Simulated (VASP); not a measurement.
Write the native input for VASP 6.6.1 that does the following.

```
Task                   : relaxation of shape and atoms at fixed volume
Functional             : PBEsol
Potentials or basis    : VASP PAW PBE potentials, release 64 (Ni, Ge_d)
Cutoff                 : 600 eV
k mesh                 : 12 × 12 × 8
Occupations            : gaussian, width 0.1 eV
Spin                   : no spin polarisation
Dipole correction      : no
Further INCAR settings : ALGO = Fast; EDIFF = 1e-06; IBRION = 2; EDIFFG = -0.01; NSW = 50; ISIF = 4
```

The structure of Ni2Ge lies in POSCAR:

```
Ni2Ge
1.0
    3.8192609603      0.0000000000      0.0000000000
   -1.9096304802      3.3075770153      0.0000000000
    0.0000000000      0.0000000000      4.7722571333
Ni Ge
4 2
Direct
    0.6666666667      0.3333333333      0.2500000000
    0.3333333333      0.6666666667      0.7500000000
    0.0000000000      0.0000000000      0.0000000000
    0.0000000000      0.0000000000      0.5000000000
    0.6666666667      0.3333333333      0.7500000000
    0.3333333333      0.6666666667      0.2500000000
```

One way to write it, as run:

INCAR

```
SYSTEM = Ni2Ge
PREC = Accurate ; ENCUT = 600
EDIFF = 1E-6 ; ISMEAR = 0
SIGMA = 0.1 ; LREAL = .False.
LASPH = .True. ; NELM = 80
ALGO = Fast ; ISIF = 4
LWAVE = .False. ; LCHARG = .False.
GGA = PS ; IBRION = 2
NSW = 50 ; EDIFFG = -0.01
```

KPOINTS

```
Automatic mesh
0
Gamma
  12 12 8
  0 0 0
```

Potentials or basis: VASP PAW PBE potentials, release 64 (Ni, Ge_d).

Command:

```bash
$ cat potpaw_PBE.64/Ni/POTCAR potpaw_PBE.64/Ge_d/POTCAR > POTCAR
$ mpirun -np 1 vasp_std > vasp.out
```

Results of the run:

* Energy gained by relaxing: 0.1 meV/atom
* Ionic steps: 3
* Pressure after relaxing: 35.3 GPa
* Band gap on the k mesh: zero (bands 34 and 35 overlap by 3.35 eV)

Caveat: the PAW data sets were made with another functional, which shifts forces and pressure a little.

Run time: 19 min on 1 thread of Oxide Virtual Turin-like Processor (shared host), peak memory 0.33 GiB.
